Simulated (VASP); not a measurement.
# CO2 (I-42d) in VASP: notebook, part 2 of 2

VASP 6.6.1. The steps go on from the part before.

### 5 Single point, PBE+D3(BJ)

This run uses another cell than the first one, of 7.71 Å³/atom, 0.965 times its volume.

INCAR reads:

```
PREC = Accurate
ENCUT = 520
EDIFF = 1E-7
ISMEAR = -1
SIGMA = 0.05
LREAL = False
LASPH = True
NELM = 60
ALGO = Normal
ISIF = 2
LWAVE = False
LCHARG = True
GGA = PE
IVDW = 12
LELF = True
LVHAR = True
NBANDS = 25
```

KPOINTS reads:

```
Automatic mesh
0
Gamma
  9 9 9
```

POSCAR reads:

```
CO2
1.0
   -1.9680779123      1.9680779123      2.9867618252
    1.9680779123     -1.9680779123      2.9867618252
    1.9680779123      1.9680779123     -2.9867618252
O C
4 2
Direct
    0.8750000000      0.9578661391      0.5828661391
    0.3750000000      0.2921338609      0.4171338609
    0.0421338609      0.6250000000      0.9171338609
    0.7078661391      0.1250000000      0.0828661391
    0.0000000000      0.0000000000      0.0000000000
    0.7500000000      0.2500000000      0.5000000000
```

Potentials or basis: VASP PAW PBE potentials, release 64 (O, C).

Started as:

```bash
$ cat potpaw_PBE.64/O/POTCAR potpaw_PBE.64/C/POTCAR > POTCAR
$ mpirun -np 1 vasp_std > vasp.out
```

OUTCAR:

```text
PREC = Accurate
   ENCUT = 520
   EDIFF = 1E-7
   ISMEAR = -1
   LREAL = False
   LASPH = True
   NELM = 60
   ISIF = 2
   GGA = PE
   IVDW = 12
 IVDW          = 12

 ion  position               nearest neighbor table
   1  0.875  0.958  0.583-   5 1.40   6 1.40
   2  0.375  0.292  0.417-   5 1.40   6 1.40
   3  0.042  0.625  0.917-   5 1.40   6 1.40
   4  0.708  0.125  0.083-   5 1.40   6 1.40
   5  0.000  0.000  0.000-   2 1.40   3 1.40   1 1.40   4 1.40
   6  0.750  0.250  0.500-   2 1.40   3 1.40   1 1.40   4 1.40

  LATTYP: Found a body centered tetragonal cell.
 ALAT       =     3.9361558246
 C/A-ratio  =     1.5176034478

  Lattice vectors:

 A1 = (  -1.9680779123,   1.9680779123,   2.9867618252)
 A2 = (   1.9680779123,  -1.9680779123,   2.9867618252)
 A3 = (   1.9680779123,   1.9680779123,  -2.9867618252)

Analysis of symmetry for initial positions (statically):
=====================================================================
 Subroutine PRICEL returns:
 Original cell was already a primitive cell.

 Routine SETGRP: Setting up the symmetry group for a
 body centered tetragonal supercell.

 Subroutine GETGRP returns: Found  8 space group operations
 (whereof  4 operations were pure point group operations)
 out of a pool of 16 trial point group operations.

The static configuration has the point symmetry S_4 .
 The point group associated with its full space group is D_2d.

Analysis of symmetry for dynamics (positions and initial velocities):
=====================================================================
 Subroutine PRICEL returns:
 Original cell was already a primitive cell.

 Routine SETGRP: Setting up the symmetry group for a
 body centered tetragonal supercell.

 Subroutine GETGRP returns: Found  8 space group operations
 (whereof  4 operations were pure point group operations)
 out of a pool of 16 trial point group operations.

The dynamic configuration has the point symmetry S_4 .
 The point group associated with its full space group is D_2d.

 Subroutine INISYM returns: Found  8 space group operations
 (whereof  4 operations are pure point group operations),
 and found     1 'primitive' translations

----------------------------------------------------------------------------------------

                                     Primitive cell

  volume of cell :      46.2749

  direct lattice vectors                    reciprocal lattice vectors
    -1.968077912  1.968077912  2.986761825     0.000000000  0.254054983  0.167405381
     1.968077912 -1.968077912  2.986761825     0.254054983  0.000000000  0.167405381
     1.968077912  1.968077912 -2.986761825     0.254054983  0.254054983  0.000000000

  length of vectors
     4.082573641  4.082573641  4.082573641     0.304250712  0.304250712  0.359288002

  position of ions in fractional coordinates (direct lattice)
     0.875000000  0.957866139  0.582866139
     0.375000000  0.292133861  0.417133861
     0.042133861  0.625000000  0.917133861
     0.707866139  0.125000000  0.082866139
     0.000000000  0.000000000  0.000000000
     0.750000000  0.250000000  0.500000000
[... 32 lines left out ...]
 ===========================================

 Found     75 irreducible k-points:

 Following reciprocal coordinates:
            Coordinates               Weight
  0.000000  0.000000  0.000000      1.000000
  0.111111  0.000000 -0.000000      8.000000
  0.222222  0.000000 -0.000000      8.000000
  0.333333 -0.000000  0.000000      8.000000
  0.444444  0.000000 -0.000000      8.000000
  0.111111  0.111111 -0.000000      8.000000
[... 16 lines left out ...]
 -0.333333  0.333333  0.000000      4.000000
  0.444444  0.444444 -0.000000      8.000000
 [... further k-points ...]
   k-points           NKPTS =     75   k-points in BZ     NKDIM =     75   number of bands    NBANDS=     25
   number of dos      NEDOS =    301   number of ions     NIONS =      6
   total plane-waves  NPLWV =  27000
   dimension x,y,z NGX =    30 NGY =   30 NGZ =   30
   dimension x,y,z NGXF=    60 NGYF=   60 NGZF=   60
   ions per type =               4   2
   NGX,Y,Z   is equivalent  to a cutoff of  12.22, 12.22, 12.22 a.u.
   NGXF,Y,Z  is equivalent  to a cutoff of  24.43, 24.43, 24.43 a.u.
 SYSTEM =  unknown system
   PREC   = accura    normal or accurate (medium, high low for compatibility)
   ISTART =      0    job   : 0-new  1-cont  2-samecut
   ICHARG =      2    charge: 1-file 2-atom 10-const
   ISPIN  =      1    spin polarized calculation?
   LNONCOLLINEAR =      F non collinear calculations
   LSORBIT =      F    spin-orbit coupling
   LASPH  =      T    aspherical Exc in radial PAW
   ENCUT  =  520.0 eV  38.22 Ry    6.18 a.u.   7.59  7.59  7.59*2*pi/ulx,y,z
   NELM   =     60;   NELMIN=  2; NELMDL= -5     # of ELM steps
   EDIFF  = 0.1E-06   stopping-criterion for ELM
   LREAL  =      F    real-space projection
   EDIFFG = 0.1E-05   stopping-criterion for IOM
   NSW    =      0    number of steps for IOM
   IBRION =     -1    ionic relax: 0-MD 1-quasi-New 2-CG
   NFREE  =      0    steps in history (QN), initial steepest desc. (CG)
   ISIF   =      2    stress and relaxation
   ISYM   =      2    0-nonsym 1-usesym 2-fastsym
   POTIM  = 0.5000    time-step for ionic-motion
   TEBEG  =    0.0;   TEEND  =   0.0 temperature during run
   PSTRESS=    0.0 pullay stress
   NELECT =      32.0000    total number of electrons
   NUPDOWN=      -1.0000    fix difference up-down
   EMIN   =  10.00;   EMAX   =-10.00  energy-range for DOS
   EFERMI =   0.00;   METHOD = LEGACY
   ISMEAR =    -1;   SIGMA  =   0.05  broadening in eV -4-tet -1-fermi 0-gaus
   EFERMI_NEDOS =   21; number of points for ismear=-14 and -15
   IALGO  =     38    algorithm
   IMIX   =      4    mixing-type and parameters
     AMIX     =   0.40;   BMIX     =  1.00
     AMIX_MAG =   1.60;   BMIX_MAG =  1.00
  volume/ion in A,a.u.               =       7.71        52.05
  Fermi-wavevector in a.u.,A,eV,Ry     =   1.447693  2.735743 28.515290  2.095815
  Thomas-Fermi vector in A             =   2.565619
   LORBIT       =      0    0 simple, 1 ext, 2 COOP (PROOUT), +10 PAW based schemes
   GGA     = PE    functional components
   LHFCALC =     F    Hartree Fock is set to
   AEXX    =    0.0000 exact exchange contribution
   IVDW    =    12    specifies the selected vdW correction
   LEPSILON=     F    determine dielectric tensor
   LRPA    =     F    only Hartree local field effects (RPA)
 non-spin polarized calculation
  energy-cutoff  :      520.00
  volume of cell :       46.27
 maximum number of plane-waves:      1275
   NGX = 15   NGY = 15   NGZ = 15

 number of electron      31.9999982 magnetization

 Free energy of the ion-electron system (eV)
  ---------------------------------------------------
  ext. energy  EPLUGINS =         0.00000000
  ---------------------------------------------------
  free energy    TOTEN  =       -43.41784009 eV

  energy without entropy =      -43.41784009  energy(sigma->0) =      -43.41784009

 E-fermi :   3.4091     XC(G=0): -11.1580

 val. band max:        2.2788727432   @ k =  -0.4444   0.4444   0.4444
 cond. band min:       9.9585801248   @ k =   0.0000   0.0000   0.0000
 fundamental gap:      7.6797073816
 Fermi energy:         3.4090623125

 k-point     1 :       0.0000    0.0000    0.0000
  band No.  band energies     occupation
      1     -21.7714      2.00000
      2     -16.6625      2.00000
      3     -16.6625      2.00000
      4     -15.9838      2.00000
      5     -12.2641      2.00000
      6      -7.3639      2.00000
[... 661 lines left out ...]
     24      17.0759      0.00000
     25      17.4830      0.00000

 [... further k-points ...]

------------------------ aborting loop because EDIFF is reached ----------------------------------------

 Edisp (eV)   -0.61209

 E8    (eV) :    -0.1566

  FORCE on cell =-STRESS in cart. coord.  units (eV):
  Direction    XX          YY          ZZ          XY          YZ          ZX
  --------------------------------------------------------------------------------------
  -------------------------------------------------------------------------------------
  Total       0.43241     0.43241     0.35471     0.00000     0.00000     0.00000
  in kB      14.97147    14.97147    12.28118     0.00000     0.00000     0.00000
  external pressure =       14.07 kB  Pullay stress =        0.00 kB

 VOLUME and BASIS-vectors are now :
 -----------------------------------------------------------------------------
  energy-cutoff  :      520.00
  volume of cell :       46.27
      direct lattice vectors                 reciprocal lattice vectors
    -1.968077912  1.968077912  2.986761825     0.000000000  0.254054983  0.167405381
     1.968077912 -1.968077912  2.986761825     0.254054983  0.000000000  0.167405381
     1.968077912  1.968077912 -2.986761825     0.254054983  0.254054983  0.000000000

 POSITION                                       TOTAL-FORCE (eV/Angst)
 -----------------------------------------------------------------------------------
      1.31021      0.98404      3.73345        -0.079543      0.000000      0.000000
      0.65786      0.98404      0.74669         0.079543      0.000000     -0.000000
      2.95212      0.65786     -0.74669         0.000000      0.079543     -0.000000
     -0.98404      1.31021      2.24007         0.000000     -0.079543      0.000000
      0.00000      0.00000      0.00000         0.000000      0.000000     -0.000000
      0.00000      1.96808      1.49338         0.000000     -0.000000     -0.000000
 -----------------------------------------------------------------------------------
    total drift:                                0.000004      0.000004      0.000005

  FREE ENERGIE OF THE ION-ELECTRON SYSTEM (eV)
  ---------------------------------------------------
  free  energy   TOTEN  =       -44.0299331273 eV

  energy  without entropy=      -44.0299331273  energy(sigma->0) =      -44.02993313
```

stdout:

```text
POSCAR found type information on POSCAR O C
 POSCAR found :  2 types and       6 ions
 scaLAPACK will be used
 LDA part: xc-table for (Slater+PW92), standard interpolation
 POSCAR, INCAR and KPOINTS ok, starting setup
 FFT: planning ... GRIDC
 FFT: planning ... GRID_SOFT
 FFT: planning ... GRID
 WAVECAR not read
 entering main loop
```

Run time: 94 s. Hardware: 1 thread of Oxide Virtual Turin-like, shared host; peak memory 0.18 GiB.

What came out:

```yaml
Free_energy: -44.0299 eV
Pressure: 1.4 GPa
Largest_force: 0.080 eV/Å
Band_gap_on_the_k_mesh: 7.68 eV, indirect (least direct gap 8.09 eV)
Dispersion_energy_per_atom: -0.102 eV
```

Forces in eV/Å, atoms in the order of the input:
```
O   -0.080  0.000  0.000
O    0.080  0.000  0.000
O    0.000  0.080  0.000
O    0.000 -0.080  0.000
C    0.000  0.000  0.000
C    0.000  0.000  0.000
```

A k mesh can miss the band edges.

### 6 Single point, PBE+D4

This run uses another cell than the first one, of 7.70 Å³/atom, 0.964 times its volume.

INCAR reads:

```
  PREC = Accurate
  ENCUT = 520
  EDIFF = 1E-6
  ISMEAR = -1
  SIGMA = 0.05
  LREAL = F
  LASPH = T
  NELM = 60
  ALGO = Normal
  ISIF = 2
  LWAVE = F
  LCHARG = F
  GGA = PE
  IVDW = 13
  NBANDS = 25
```

KPOINTS is that of step 5.

POSCAR reads:

```
CO2
1.0
   -1.9665730248      1.9665730248      2.9867518244
    1.9665730248     -1.9665730248      2.9867518244
    1.9665730248      1.9665730248     -2.9867518244
O C
4 2
Direct
    0.8750000000      0.9575468462      0.5825468462
    0.3750000000      0.2924531538      0.4174531538
    0.0424531538      0.6250000000      0.9174531538
    0.7075468462      0.1250000000      0.0825468462
    0.0000000000      0.0000000000      0.0000000000
    0.7500000000      0.2500000000      0.5000000000
```

Potentials or basis: VASP PAW PBE potentials, release 64 (O, C).

Started as:

```bash
$ cat potpaw_PBE.64/O/POTCAR potpaw_PBE.64/C/POTCAR > POTCAR
$ mpirun -np 1 vasp_std > vasp.out
```

Wall time 1.8 min (1 thread of Oxide Virtual Turin-like, shared host); peak memory 0.17 GiB.

It converged, with:

```yaml
Free_energy: -44.1884 eV
Pressure: 1.4 GPa
Largest_force: 0.081 eV/Å
Band_gap_on_the_k_mesh: 7.68 eV, indirect (least direct gap 8.09 eV)
Dispersion_energy_per_atom: -0.129 eV
```

Forces on the atoms (eV/Å):
```
O   -0.081  0.000  0.000
O    0.081  0.000  0.000
O    0.000  0.081  0.000
O    0.000 -0.081  0.000
C    0.000  0.000  0.000
C    0.000  0.000  0.000
```

Stress tensor (GPa, compression positive):
```
1.52 0.00 0.00
0.00 1.52 0.00
0.00 0.00 1.26
```

Levels at points of the mesh, in eV from the valence-band top:
| k point | band 12 | band 13 | band 14 | band 15 | band 16 | band 17 | band 18 | band 19 | band 20 | band 21 |
| --- | --- | --- | --- | --- | --- | --- | --- | --- | --- | --- |
| (0.00, 0.00, 0.00) | -1.22 | -1.22 | -0.84 | -0.84 | -0.41 | 7.68 | 9.26 | 9.33 | 9.33 | 12.27 |

### 7 Summary

```csv
level,cell,k mesh,gap on the mesh (eV),pressure (GPa),largest force (eV/Å)
PBEsol,"a = 4.153 Å, angles 123.2, 123.2, 84.5°, 6 atoms",8 × 8 × 8,7.48,-9.5,0.28
PBEsol,"a = 4.198 Å, angles 123.9, 123.9, 83.4°, 6 atoms",8 × 8 × 8,7.27,-13.7,0.43
PBEsol+D3(BJ),"a = 4.049 Å, angles 122.4, 122.4, 85.9°, 6 atoms",9 × 9 × 9,7.61,1.8,0.10
PBE+D3(BJ),"a = 4.083 Å, angles 122.4, 122.4, 86.0°, 6 atoms",9 × 9 × 9,7.68,1.4,0.08
PBE+D4,"a = 4.081 Å, angles 122.4, 122.4, 85.9°, 6 atoms",9 × 9 × 9,7.68,1.4,0.08
```

Alike in all rows: task single point; potentials or basis VASP PAW PBE potentials, release 64 (O, C); no spin polarisation; cutoff (eV) 520; smearing fermi-dirac 0.05 eV.

Caveats: the PAW data sets were made with another functional, which shifts forces and pressure a little (some runs).

Total energies depend on the potentials used, so only differences within one code and one set of settings carry meaning.
